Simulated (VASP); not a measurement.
# CaO (P6_3/mmc) in VASP: further runs, part 2 of 2

VASP 6.6.1.

## (3) Single point, PBE (15.36 Å³/atom)

File INCAR:

```
SYSTEM = CaO
  ALGO = Normal
  EDIFF = 1E-6
  ENCUT = 520
  GGA = PE
  ISIF = 2
  ISMEAR = 0
  LASPH = .True.
  LCHARG = .True.
  LELF = .True.
  LREAL = .False.
  LVHAR = .True.
  LWAVE = .False.
  NBANDS = 24
  NELM = 100
  PREC = Accurate
  SIGMA = 0.05
```

File KPOINTS:

```
k-points
0
Gamma
  9 9 6
  0 0 0
```

File POSCAR:

```
CaO
1.0
    3.8430364254      0.0000000000      0.0000000000
   -1.9215182127      3.3281671721      0.0000000000
    0.0000000000      0.0000000000      4.8030269245
Ca O
2 2
Direct
    0.3333333333      0.6666666667      0.7500000000
    0.6666666667      0.3333333333      0.2500000000
    0.3333333333      0.6666666667      0.2500000000
    0.6666666667      0.3333333333      0.7500000000
```

Potentials or basis: VASP PAW PBE potentials, release 64 (Ca_sv, O).

Run with:

```bash
> cat potpaw_PBE.64/Ca_sv/POTCAR potpaw_PBE.64/O/POTCAR > POTCAR
> mpirun -np 1 vasp_std > vasp.out
```

OUTCAR:

```text
SYSTEM = CaO
   EDIFF = 1E-6
   ENCUT = 520
   GGA = PE
   ISIF = 2
   ISMEAR = 0
   LASPH = .True.
   LREAL = .False.
   NELM = 100
   PREC = Accurate

 ion  position               nearest neighbor table
   1  0.333  0.667  0.750-   4 2.22   4 2.22   4 2.22   3 2.40   3 2.40
   2  0.667  0.333  0.250-   3 2.22   3 2.22   3 2.22   4 2.40   4 2.40
   3  0.333  0.667  0.250-   2 2.22   2 2.22   2 2.22   1 2.40   1 2.40
   4  0.667  0.333  0.750-   1 2.22   1 2.22   1 2.22   2 2.40   2 2.40

  LATTYP: Found a hexagonal cell.
 ALAT       =     3.8430364254
 C/A-ratio  =     1.2498000000

  Lattice vectors:

 A1 = (   3.8430364254,   0.0000000000,   0.0000000000)
 A2 = (  -1.9215182127,   3.3281671721,   0.0000000000)
 A3 = (   0.0000000000,   0.0000000000,   4.8030269245)

Analysis of symmetry for initial positions (statically):
=====================================================================
 Subroutine PRICEL returns:
 Original cell was already a primitive cell.

 Routine SETGRP: Setting up the symmetry group for a
 hexagonal supercell.

 Subroutine GETGRP returns: Found 24 space group operations
 (whereof 12 operations were pure point group operations)
 out of a pool of 24 trial point group operations.

The static configuration has the point symmetry D_3d.
 The point group associated with its full space group is D_6h.

Analysis of symmetry for dynamics (positions and initial velocities):
=====================================================================
 Subroutine PRICEL returns:
 Original cell was already a primitive cell.

 Routine SETGRP: Setting up the symmetry group for a
 hexagonal supercell.

 Subroutine GETGRP returns: Found 24 space group operations
 (whereof 12 operations were pure point group operations)
 out of a pool of 24 trial point group operations.

The dynamic configuration has the point symmetry D_3d.
 The point group associated with its full space group is D_6h.

 Subroutine INISYM returns: Found 24 space group operations
 (whereof 12 operations are pure point group operations),
 and found     1 'primitive' translations

----------------------------------------------------------------------------------------

                                     Primitive cell

  volume of cell :      61.4320

  direct lattice vectors                    reciprocal lattice vectors
     3.843036425  0.000000000  0.000000000     0.260210909  0.150232838  0.000000000
    -1.921518213  3.328167172  0.000000000     0.000000000  0.300465676  0.000000000
     0.000000000  0.000000000  4.803026925     0.000000000  0.000000000  0.208202039

  length of vectors
     3.843036425  3.843036425  4.803026925     0.300465676  0.300465676  0.208202039

  position of ions in fractional coordinates (direct lattice)
     0.333333333  0.666666667  0.750000000
     0.666666667  0.333333333  0.250000000
     0.333333333  0.666666667  0.250000000
     0.666666667  0.333333333  0.750000000

  ion indices of the primitive-cell ions
   primitive index   ion index
                 1           1
                 2           2
                 3           3
                 4           4

----------------------------------------------------------------------------------------
[... 24 lines left out ...]

 Following reciprocal coordinates:
            Coordinates               Weight
  0.000000  0.000000  0.000000      1.000000
  0.111111  0.000000  0.000000      6.000000
  0.222222  0.000000  0.000000      6.000000
  0.333333 -0.000000  0.000000      6.000000
  0.444444  0.000000  0.000000      6.000000
  0.111111  0.111111  0.000000      6.000000
[... 16 lines left out ...]
  0.333333  0.222222  0.166667     24.000000
  0.333333  0.333333  0.166667      4.000000
 [... further k-points ...]
   k-points           NKPTS =     48   k-points in BZ     NKDIM =     48   number of bands    NBANDS=     24
   number of dos      NEDOS =    301   number of ions     NIONS =      4
   total plane-waves  NPLWV =  32400
   dimension x,y,z NGX =    30 NGY =   30 NGZ =   36
   dimension x,y,z NGXF=    60 NGYF=   60 NGZF=   72
   ions per type =               2   2
   NGX,Y,Z   is equivalent  to a cutoff of  12.98, 12.98, 12.46 a.u.
   NGXF,Y,Z  is equivalent  to a cutoff of  25.96, 25.96, 24.92 a.u.
 SYSTEM =  CaO
   PREC   = accura    normal or accurate (medium, high low for compatibility)
   ISTART =      0    job   : 0-new  1-cont  2-samecut
   ICHARG =      2    charge: 1-file 2-atom 10-const
   ISPIN  =      1    spin polarized calculation?
   LNONCOLLINEAR =      F non collinear calculations
   LSORBIT =      F    spin-orbit coupling
   LASPH  =      T    aspherical Exc in radial PAW
   ENCUT  =  520.0 eV  38.22 Ry    6.18 a.u.   7.15  7.15  8.93*2*pi/ulx,y,z
   NELM   =    100;   NELMIN=  2; NELMDL= -5     # of ELM steps
   EDIFF  = 0.1E-05   stopping-criterion for ELM
   LREAL  =      F    real-space projection
   EDIFFG = 0.1E-04   stopping-criterion for IOM
   NSW    =      0    number of steps for IOM
   IBRION =     -1    ionic relax: 0-MD 1-quasi-New 2-CG
   NFREE  =      0    steps in history (QN), initial steepest desc. (CG)
   ISIF   =      2    stress and relaxation
   ISYM   =      2    0-nonsym 1-usesym 2-fastsym
   POTIM  = 0.5000    time-step for ionic-motion
   TEBEG  =    0.0;   TEEND  =   0.0 temperature during run
   PSTRESS=    0.0 pullay stress
   NELECT =      32.0000    total number of electrons
   NUPDOWN=      -1.0000    fix difference up-down
   EMIN   =  10.00;   EMAX   =-10.00  energy-range for DOS
   EFERMI =   0.00;   METHOD = LEGACY
   ISMEAR =     0;   SIGMA  =   0.05  broadening in eV -4-tet -1-fermi 0-gaus
   EFERMI_NEDOS =   21; number of points for ismear=-14 and -15
   IALGO  =     38    algorithm
   IMIX   =      4    mixing-type and parameters
     AMIX     =   0.40;   BMIX     =  1.00
     AMIX_MAG =   1.60;   BMIX_MAG =  1.00
  volume/ion in A,a.u.               =      15.36       103.64
  Fermi-wavevector in a.u.,A,eV,Ry     =   1.317225  2.489194 23.607217  1.735081
  Thomas-Fermi vector in A             =   2.447281
   LORBIT       =      0    0 simple, 1 ext, 2 COOP (PROOUT), +10 PAW based schemes
   GGA     = PE    functional components
   LHFCALC =     F    Hartree Fock is set to
   AEXX    =    0.0000 exact exchange contribution
   IVDW    =     0    specifies the selected vdW correction
   LEPSILON=     F    determine dielectric tensor
   LRPA    =     F    only Hartree local field effects (RPA)
 non-spin polarized calculation
 Gauss-broadening in eV      SIGMA  =   0.05
  energy-cutoff  :      520.00
  volume of cell :       61.43
 maximum number of plane-waves:      1676
 NGX is ok and might be reduce to    30
   NGX = 15   NGY = 15   NGZ = 17

 number of electron      31.9999993 magnetization

 Free energy of the ion-electron system (eV)
  ---------------------------------------------------
  ext. energy  EPLUGINS =         0.00000000
  ---------------------------------------------------
  free energy    TOTEN  =       -25.16620695 eV

  energy without entropy =      -25.16620695  energy(sigma->0) =      -25.16620695

 E-fermi :   1.9491     XC(G=0):  -9.7312

 val. band max:        1.6308421875   @ k =   0.0000   0.0000   0.0000
 cond. band min:       5.1823551324   @ k =   0.0000   0.0000   0.0000
 fundamental gap:      3.5515129449
 Fermi energy:         1.9490654161

 k-point     1 :       0.0000    0.0000    0.0000
  band No.  band energies     occupation
      1     -35.6427      2.00000
      2     -35.4801      2.00000
      3     -17.0860      2.00000
      4     -16.7383      2.00000
      5     -16.7383      2.00000
      6     -16.5222      2.00000
[... 637 lines left out ...]
     23      10.6215      0.00000
     24      10.8539      0.00000

 [... further k-points ...]

------------------------ aborting loop because EDIFF is reached ----------------------------------------

  FORCE on cell =-STRESS in cart. coord.  units (eV):
  Direction    XX          YY          ZZ          XY          YZ          ZX
  --------------------------------------------------------------------------------------
  -------------------------------------------------------------------------------------
  Total        4.3423501      4.3423501      1.9086393      0.0000000      0.0000000      0.0000000
  in kB      113.2506660    113.2506660     49.7782694      0.0000000      0.0000000      0.0000000
  external PRESSURE =      92.0932004 kB  Pullay stress =       0.0000000 kB

 VOLUME and BASIS-vectors are now :
 -----------------------------------------------------------------------------
  energy-cutoff  :      520.00
  volume of cell :       61.43
      direct lattice vectors                 reciprocal lattice vectors
     3.843036425  0.000000000  0.000000000     0.260210909  0.150232838  0.000000000
    -1.921518213  3.328167172  0.000000000     0.000000000  0.300465676  0.000000000
     0.000000000  0.000000000  4.803026925     0.000000000  0.000000000  0.208202039

 POSITION                                       TOTAL-FORCE (eV/Angst)
 -----------------------------------------------------------------------------------
     -0.00000      2.21878      3.60227         0.000000     -0.000000      0.000000
      1.92152      1.10939      1.20076        -0.000000      0.000000      0.000000
     -0.00000      2.21878      1.20076        -0.000000     -0.000000      0.000000
      1.92152      1.10939      3.60227         0.000000      0.000000      0.000000
 -----------------------------------------------------------------------------------
    total drift:                               -0.000000     -0.000000     -0.000000

  FREE ENERGIE OF THE ION-ELECTRON SYSTEM (eV)
  ---------------------------------------------------
  free  energy   TOTEN  =       -25.1662069546 eV

  energy  without entropy=      -25.1662069546  energy(sigma->0) =      -25.16620695
```

OSZICAR:

```text
N       E                     dE             d eps       ncg     rms          rms(c)
DAV:   1     0.329159887272E+03    0.32916E+03   -0.16585E+04  2304   0.134E+03
DAV:   2    -0.332436011331E+01   -0.33248E+03   -0.31432E+03  2712   0.394E+02
DAV:   3    -0.290832403650E+02   -0.25759E+02   -0.25583E+02  3712   0.105E+02
DAV:   4    -0.299722910440E+02   -0.88905E+00   -0.88782E+00  3216   0.169E+01
DAV:   5    -0.299926776532E+02   -0.20387E-01   -0.20386E-01  3272   0.199E+00    0.132E+01
DAV:   6    -0.252444785972E+02    0.47482E+01   -0.21100E+01  3064   0.303E+01    0.516E+00
DAV:   7    -0.252069707359E+02    0.37508E-01   -0.25353E+00  2920   0.106E+01    0.283E+00
DAV:   8    -0.251788919217E+02    0.28079E-01   -0.39412E-01  3280   0.488E+00    0.104E+00
DAV:   9    -0.251628896741E+02    0.16002E-01   -0.12728E-01  2848   0.228E+00    0.232E-01
DAV:  10    -0.251664930787E+02   -0.36034E-02   -0.11944E-02  2496   0.778E-01    0.163E-01
DAV:  11    -0.251663570633E+02    0.13602E-03   -0.71725E-03  2992   0.497E-01    0.102E-01
DAV:  12    -0.251662050207E+02    0.15204E-03   -0.10095E-03  2768   0.246E-01    0.181E-02
DAV:  13    -0.251662063876E+02   -0.13669E-05   -0.63432E-05  3048   0.520E-02    0.624E-03
DAV:  14    -0.251662069546E+02   -0.56704E-06   -0.31354E-06  2656   0.109E-02
   1 F= -.25166207E+02 E0= -.25166207E+02  d E =-.148610E-21
```

stdout:

```text
POSCAR found type information on POSCAR CaO
 POSCAR found :  2 types and       4 ions
 scaLAPACK will be used
 LDA part: xc-table for (Slater+PW92), standard interpolation
 POSCAR, INCAR and KPOINTS ok, starting setup
 FFT: planning ... GRIDC
 FFT: planning ... GRID_SOFT
 FFT: planning ... GRID
 WAVECAR not read
 entering main loop
```

Run time: 99 s. Hardware: 1 thread of Intel Xeon 8259CL, shared host; peak memory 0.18 GiB.

What came out:

```
Free energy            : -25.1662 eV
Pressure               : 9.2 GPa
Band gap on the k mesh : 3.55 eV
```

Levels at points of the mesh, in eV from the valence-band top:
```tsv
k point	band 12	band 13	band 14	band 15	band 16	band 17	band 18	band 19	band 20	band 21
(0.00, 0.00, 0.00)	-1.25	-1.23	-1.23	-1.13	0.00	3.55	6.48	6.48	7.75	8.16
(0.00, 0.00, 0.50)	-1.57	-1.34	-1.34	-1.34	-1.34	5.42	5.42	8.13	8.13	8.13
```

Caveat: the stress differs along the axes, from 5 to 11 GPa.

## (4) Single point, PBE (15.36 Å³/atom)

File INCAR:

```
SYSTEM = CaO
ALGO = Normal
EDIFF = 1E-6
ENCUT = 520
GGA = PE
ISIF = 2
ISMEAR = 0
LASPH = .True.
LCHARG = .False.
LREAL = .False.
LWAVE = .False.
NBANDS = 24
NELM = 100
PREC = Accurate
SIGMA = 0.05
```

KPOINTS is that of step 3.

File POSCAR:

```
CaO
1.0
    3.9474787099      0.0000000000      0.0000000000
   -1.9737393550      3.4186168437      0.0000000000
    0.0000000000      0.0000000000      4.5522324483
Ca O
2 2
Direct
    0.3333333333      0.6666666667      0.7500000000
    0.6666666667      0.3333333333      0.2500000000
    0.3333333333      0.6666666667      0.2500000000
    0.6666666667      0.3333333333      0.7500000000
```

Run with:

```bash
> cat potpaw_PBE.64/Ca_sv/POTCAR potpaw_PBE.64/O/POTCAR > POTCAR
> mpirun -np 1 vasp_std > vasp.out
```

Run time: 96 s. Hardware: 1 thread of Intel Xeon 8259CL, shared host; peak memory 0.18 GiB.

Results (log left out):

```yaml
Free_energy: -25.1402 eV
Pressure: 10.0 GPa
Band_gap_on_the_k_mesh: 3.24 eV
```

Stress tensor (GPa, compression positive):
```
 6.81  0.00  0.00
 0.00  6.81  0.00
 0.00  0.00 16.42
```

Levels at points of the mesh, in eV from the valence-band top:
| k point | band 12 | band 13 | band 14 | band 15 | band 16 | band 17 | band 18 | band 19 | band 20 | band 21 |
| --- | --- | --- | --- | --- | --- | --- | --- | --- | --- | --- |
| (0.00, 0.00, 0.00) | -1.37 | -1.36 | -1.36 | -0.96 | 0.00 | 3.24 | 6.14 | 6.14 | 8.24 | 8.35 |
| (0.00, 0.00, 0.50) | -1.82 | -1.54 | -1.54 | -1.54 | -1.54 | 5.06 | 5.06 | 8.11 | 8.11 | 8.11 |

Caveat: the stress differs along the axes, from 7 to 16 GPa.

## (5) The runs side by side

```tsv
cell	gap on the mesh (eV)	pressure (GPa)
a = 3.741, b = 3.741, c = 5.067 Å, angles 90.0, 90.0, 120.0°, 4 atoms	3.65	11.5
a = 3.843, b = 3.843, c = 4.803 Å, angles 90.0, 90.0, 120.0°, 4 atoms	3.55	9.2
a = 3.947, b = 3.947, c = 4.552 Å, angles 90.0, 90.0, 120.0°, 4 atoms	3.24	10.0
```

Alike in all rows: task single point; level PBE; potentials or basis VASP PAW PBE potentials, release 64 (Ca_sv, O); no spin polarisation; k mesh 9 × 9 × 6; cutoff (eV) 520; smearing gaussian 0.05 eV.

Caveats: the stress differs along the axes, from -1 to 18 GPa (at least some runs); the stress differs along the axes, from 5 to 11 GPa (at least some runs); the stress differs along the axes, from 7 to 16 GPa (at least some runs).

Absolute energies hang on the potentials; compare differences alone.
